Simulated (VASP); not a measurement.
# Nb (P-1) in VASP: single point with PBE

Aim: the single point of Nb with PBE.

Everything below comes from runs of VASP 6.6.1. Logs are shortened: lines on timing, memory, paths and dates and some standing lists are left out, and cuts for length are marked.

## (1) The cell of the first run

The typed cell holds 1 atom: a = 3.043 Å, b = 2.874 Å, c = 3.047 Å, α = 59.85°, β = 60.00°, γ = 60.70°.

## (2) Single point, PBE (the cell strained at random)

The input, INCAR:

```
SYSTEM = Nb
  PREC = Accurate
  ENCUT = 520
  EDIFF = 1E-6
  ISMEAR = -1
  SIGMA = 0.05
  LREAL = .False.
  LASPH = .True.
  NELM = 60
  ALGO = Fast
  ISIF = 2
  LWAVE = .False.
  LCHARG = .True.
  GGA = PE
  LELF = .True.
  LVHAR = .True.
  NBANDS = 12
```

The input, KPOINTS:

```
Automatic mesh
0
Gamma
  11 11 11
  0 0 0
```

The input, POSCAR:

```
Nb
1.0
   -0.0410340000      2.1933810000      2.1088490000
    2.0464000000      0.0498140000      2.0180000000
    2.1262530000      2.1823850000     -0.0300390000
Nb
1
Direct
    0.0300770000     -0.0039730000     -0.0002200000
```

Potentials or basis: VASP PAW PBE potentials, release 64 (Nb_sv).

Launch:

```bash
cat potpaw_PBE.64/Nb_sv/POTCAR > POTCAR
mpirun -np 1 vasp_std > vasp.out
```

OUTCAR:

```text
SYSTEM = Nb
   PREC = Accurate
   ENCUT = 520
   EDIFF = 1E-6
   ISMEAR = -1
   LREAL = .False.
   LASPH = .True.
   NELM = 60
   ISIF = 2
   GGA = PE

 ion  position               nearest neighbor table
   1  0.030  0.996  1.000-

  LATTYP: Found a triclinic cell.
 ALAT       =     2.9934117205
 B/A-ratio  =     1.0172378203
 C/A-ratio  =     0.9602643726
 COS(alpha) =     0.0135171135
 COS(beta)  =     0.4627380498
 COS(gamma) =     0.5202379463

  Lattice vectors:

 A1 = (   2.0874340000,  -2.1435670000,  -0.0908490000)
 A2 = (   2.1672870000,  -0.0109960000,  -2.1388880000)
 A3 = (   2.0464000000,   0.0498140000,   2.0180000000)

Analysis of symmetry for initial positions (statically):
=====================================================================
 Subroutine PRICEL returns:
 Original cell was already a primitive cell.

 Routine SETGRP: Setting up the symmetry group for a
 triclinic supercell.

 Subroutine GETGRP returns: Found  2 space group operations
 (whereof  1 operations were pure point group operations)
 out of a pool of  2 trial point group operations.

The static configuration has the point symmetry C_1 .
 The point group associated with its full space group is S_2 .

Analysis of symmetry for dynamics (positions and initial velocities):
=====================================================================
 Subroutine PRICEL returns:
 Original cell was already a primitive cell.

 Routine SETGRP: Setting up the symmetry group for a
 triclinic supercell.

 Subroutine GETGRP returns: Found  2 space group operations
 (whereof  1 operations were pure point group operations)
 out of a pool of  2 trial point group operations.

The dynamic configuration has the point symmetry C_1 .
 The point group associated with its full space group is S_2 .

 Subroutine INISYM returns: Found  2 space group operations
 (whereof  1 operations are pure point group operations),
 and found     1 'primitive' translations

----------------------------------------------------------------------------------------

                                     Primitive cell

  volume of cell :      18.9217

  direct lattice vectors                    reciprocal lattice vectors
    -0.041034000  2.193381000  2.108849000    -0.232829959  0.230013151  0.230428817
     2.046400000  0.049814000  2.018000000     0.246711242 -0.236908050  0.251204882
     2.126253000  2.182385000 -0.030039000     0.228371774  0.232449757 -0.237323712

  length of vectors
     3.042999853  2.874466628  3.047073752     0.400266510  0.424376901  0.403124176

  position of ions in fractional coordinates (direct lattice)
     0.030077000  0.996027000  0.999780000

  ion indices of the primitive-cell ions
   primitive index   ion index
                 1           1

----------------------------------------------------------------------------------------

 KPOINTS: Automatic mesh

Automatic generation of k-mesh.
 Grid dimensions read from file:
 generate k-points for:   11   11   11

 Generating k-lattice:

  Cartesian coordinates                     Fractional coordinates (reciprocal lattice)
    -0.021166360  0.020910286  0.020948074     0.090909091  0.000000000  0.000000000
     0.022428295 -0.021537095  0.022836807     0.000000000  0.090909091  0.000000000
     0.020761070  0.021131796 -0.021574883     0.000000000  0.000000000  0.090909091

  Length of vectors
     0.036387865  0.038579718  0.036647652

  Shift w.r.t. Gamma in fractional coordinates (k-lattice)
     0.000000000  0.000000000  0.000000000

 Subroutine IBZKPT returns following result:
 ===========================================

 Found    666 irreducible k-points:

 Following reciprocal coordinates:
            Coordinates               Weight
  0.000000  0.000000  0.000000      1.000000
  0.090909 -0.000000 -0.000000      2.000000
  0.181818 -0.000000 -0.000000      2.000000
  0.272727  0.000000 -0.000000      2.000000
  0.363636 -0.000000  0.000000      2.000000
  0.454545 -0.000000 -0.000000      2.000000
[... 16 lines left out ...]
  0.454545  0.181818 -0.000000      2.000000
 -0.454545  0.181818  0.000000      2.000000
 [... further k-points ...]
   k-points           NKPTS =    666   k-points in BZ     NKDIM =    666   number of bands    NBANDS=     12
   number of dos      NEDOS =    301   number of ions     NIONS =      1
   total plane-waves  NPLWV =  13824
   dimension x,y,z NGX =    24 NGY =   24 NGZ =   24
   dimension x,y,z NGXF=    48 NGYF=   48 NGZF=   48
   ions per type =               1
   NGX,Y,Z   is equivalent  to a cutoff of  13.11, 13.88, 13.09 a.u.
   NGXF,Y,Z  is equivalent  to a cutoff of  26.22, 27.76, 26.19 a.u.
 SYSTEM =  Nb
   PREC   = accura    normal or accurate (medium, high low for compatibility)
   ISTART =      0    job   : 0-new  1-cont  2-samecut
   ICHARG =      2    charge: 1-file 2-atom 10-const
   ISPIN  =      1    spin polarized calculation?
   LNONCOLLINEAR =      F non collinear calculations
   LSORBIT =      F    spin-orbit coupling
   LASPH  =      T    aspherical Exc in radial PAW
   ENCUT  =  520.0 eV  38.22 Ry    6.18 a.u.   5.66  5.34  5.67*2*pi/ulx,y,z
   NELM   =     60;   NELMIN=  2; NELMDL= -5     # of ELM steps
   EDIFF  = 0.1E-05   stopping-criterion for ELM
   LREAL  =      F    real-space projection
   EDIFFG = 0.1E-04   stopping-criterion for IOM
   NSW    =      0    number of steps for IOM
   IBRION =     -1    ionic relax: 0-MD 1-quasi-New 2-CG
   NFREE  =      0    steps in history (QN), initial steepest desc. (CG)
   ISIF   =      2    stress and relaxation
   ISYM   =      2    0-nonsym 1-usesym 2-fastsym
   POTIM  = 0.5000    time-step for ionic-motion
   TEBEG  =    0.0;   TEEND  =   0.0 temperature during run
   PSTRESS=    0.0 pullay stress
   NELECT =      13.0000    total number of electrons
   NUPDOWN=      -1.0000    fix difference up-down
   EMIN   =  10.00;   EMAX   =-10.00  energy-range for DOS
   EFERMI =   0.00;   METHOD = LEGACY
   ISMEAR =    -1;   SIGMA  =   0.05  broadening in eV -4-tet -1-fermi 0-gaus
   EFERMI_NEDOS =   21; number of points for ismear=-14 and -15
   IALGO  =     68    algorithm
   IMIX   =      4    mixing-type and parameters
     AMIX     =   0.40;   BMIX     =  1.00
     AMIX_MAG =   1.60;   BMIX_MAG =  1.00
  volume/ion in A,a.u.               =      18.92       127.69
  Fermi-wavevector in a.u.,A,eV,Ry     =   1.444560  2.729822 28.392001  2.086753
  Thomas-Fermi vector in A             =   2.562841
   LORBIT       =      0    0 simple, 1 ext, 2 COOP (PROOUT), +10 PAW based schemes
   GGA     = PE    functional components
   LHFCALC =     F    Hartree Fock is set to
   AEXX    =    0.0000 exact exchange contribution
   IVDW    =     0    specifies the selected vdW correction
   LEPSILON=     F    determine dielectric tensor
   LRPA    =     F    only Hartree local field effects (RPA)
 non-spin polarized calculation
 RMM-DIIS sequential band-by-band and
  energy-cutoff  :      520.00
  volume of cell :       18.92
 maximum number of plane-waves:       522
   NGX = 11   NGY = 11   NGZ = 11

 number of electron      13.0000000 magnetization

 Free energy of the ion-electron system (eV)
  ---------------------------------------------------
  ext. energy  EPLUGINS =         0.00000000
  ---------------------------------------------------
  free energy    TOTEN  =        -9.91926127 eV

  energy without entropy =       -9.90570518  energy(sigma->0) =       -9.91248323

 E-fermi :  10.8339     XC(G=0): -12.2430

 val. band max:       10.8279047120   @ k =   0.4545   0.1818  -0.0000
 cond. band min:      10.8374950690   @ k =  -0.3636   0.0000   0.0909
 fundamental gap:      0.0095903570
 Fermi energy:        10.8339149670

 k-point     1 :       0.0000    0.0000    0.0000
  band No.  band energies     occupation
      1     -43.9213      2.00000
      2     -19.4046      2.00000
      3     -19.3409      2.00000
      4     -19.2093      2.00000
      5       4.6560      2.00000
      6      10.5749      1.98880
      7      10.6567      1.94383
      8      11.6672      0.00000
      9      13.3100      0.00000
     10      13.8593      0.00000
     11      22.6675      0.00000
     12      26.7482      0.00000

 k-point     2 :       0.0909   -0.0000   -0.0000
  band No.  band energies     occupation
      1     -43.9086      2.00000
      2     -19.4865      2.00000
      3     -19.3575      2.00000
      4     -19.2212      2.00000
      5       4.9435      2.00000
      6      10.4235      1.99946
      7      10.7145      1.83192
      8      11.7861      0.00000
      9      13.2463      0.00000
     10      13.7701      0.00000
     11      23.2139      0.00000
     12      25.9529      0.00000

 k-point     3 :       0.1818   -0.0000   -0.0000
  band No.  band energies     occupation
      1     -43.8742      2.00000
      2     -19.7195      2.00000
      3     -19.3877      2.00000
      4     -19.2494      2.00000
      5       5.7052      2.00000
      6      10.0837      2.00000
      7      10.8188      1.14960
      8      12.0065      0.00000
      9      13.2701      0.00000
     10      13.7073      0.00000
     11      24.1379      0.00000
     12      24.7359      0.00000

 k-point     4 :       0.2727    0.0000   -0.0000
  band No.  band energies     occupation
      1     -43.8287      2.00000
      2     -20.0198      2.00000
      3     -19.4239      2.00000
      4     -19.2841      2.00000
      5       6.5724      2.00000
      6      10.0479      2.00000
      7      10.7189      1.81785
      8      11.9702      0.00000
      9      13.7315      0.00000
     10      14.1099      0.00000
     11      22.8353      0.00000
     12      25.3766      0.00000

 k-point     5 :       0.3636   -0.0000    0.0000
  band No.  band energies     occupation
      1     -43.7865      2.00000
      2     -20.2878      2.00000
      3     -19.4564      2.00000
      4     -19.3152      2.00000
      5       7.0013      2.00000
      6      10.4853      1.99813
      7      10.7728      1.54512
      8      11.7381      0.00000
      9      14.5126      0.00000
     10      14.8731      0.00000
     11      21.7249      0.00000
     12      24.1064      0.00000
[... 228 lines left out ...]
      1     -43.8103      2.00000
      2     -19.8618      2.00000
      3     -19.5246      2.00000
      4     -19.4640      2.00000
      5       6.8770      2.00000
      6       9.3065      2.00000
      7      11.4563      0.00001
      8      11.9395      0.00000
      9      13.0937      0.00000
     10      14.3221      0.00000
     11      25.3184      0.00000
     12      26.7305      0.00000

 k-point    22 :       0.3636    0.1818   -0.0000
  band No.  band energies     occupation
      1     -43.7710      2.00000
      2     -20.0792      2.00000
      3     -19.5619      2.00000
      4     -19.5230      2.00000
      5       7.5853      2.00000
      6       9.2400      2.00000
      7      10.9863      0.09072
      8      11.8483      0.00000
      9      14.3941      0.00000
     10      14.9445      0.00000
     11      23.5092      0.00000
     12      26.2552      0.00000

 k-point    23 :       0.4545    0.1818   -0.0000
  band No.  band energies     occupation
      1     -43.7379      2.00000
      2     -20.2540      2.00000
      3     -19.6043      2.00000
      4     -19.5615      2.00000
      5       7.8934      2.00000
      6       9.6048      2.00000
      7      10.8279      1.06003
      8      11.6247      0.00000
      9      15.3322      0.00000
     10      16.0243      0.00000
     11      21.3624      0.00000
     12      25.4504      0.00000

 k-point    24 :      -0.4545    0.1818    0.0000
  band No.  band energies     occupation
      1     -43.7218      2.00000
      2     -20.3350      2.00000
      3     -19.6536      2.00000
      4     -19.5508      2.00000
      5       8.0284      2.00000
      6       9.7936      2.00000
      7      10.9691      0.12549
      8      11.4604      0.00001
      9      15.0537      0.00000
     10      17.4092      0.00000
     11      20.1495      0.00000
     12      25.1649      0.00000

 [... further k-points ...]

------------------------ aborting loop because EDIFF is reached ----------------------------------------

  FORCE on cell =-STRESS in cart. coord.  units (eV):
  Direction    XX          YY          ZZ          XY          YZ          ZX
  --------------------------------------------------------------------------------------
  -------------------------------------------------------------------------------------
  Total       -0.3712105      0.2547961     -0.7705179      0.0492476      0.1153827     -0.2140959
  in kB      -31.4318242     21.5745743    -65.2427256      4.1699877      9.7698969    -18.1283273
  external PRESSURE =     -25.0333252 kB  Pullay stress =       0.0000000 kB

 VOLUME and BASIS-vectors are now :
 -----------------------------------------------------------------------------
  energy-cutoff  :      520.00
  volume of cell :       18.92
      direct lattice vectors                 reciprocal lattice vectors
    -0.041034000  2.193381000  2.108849000    -0.232829959  0.230013151  0.230428817
     2.046400000  0.049814000  2.018000000     0.246711242 -0.236908050  0.251204882
     2.126253000  2.182385000 -0.030039000     0.228371774  0.232449757 -0.237323712

 POSITION                                       TOTAL-FORCE (eV/Angst)
 -----------------------------------------------------------------------------------
      4.16282      2.29749      2.04338         0.000000      0.000000      0.000000
 -----------------------------------------------------------------------------------
    total drift:                                0.000004      0.000001     -0.000000

  FREE ENERGIE OF THE ION-ELECTRON SYSTEM (eV)
  ---------------------------------------------------
  free  energy   TOTEN  =        -9.9192612695 eV

  energy  without entropy=       -9.9057051845  energy(sigma->0) =       -9.91248323
```

Wall time 2.4 min (1 thread of Intel Xeon 6975P-C, shared host); peak memory 0.26 GiB.

Results:

```
Free energy : -9.9193 eV
Pressure    : -2.5 GPa
```

Stress tensor (GPa, compression positive):
```
-3.14  0.42 -1.81
 0.42  2.16  0.98
-1.81  0.98 -6.52
```

Caveat: the cell differs from its parent crystal (the cell strained at random).
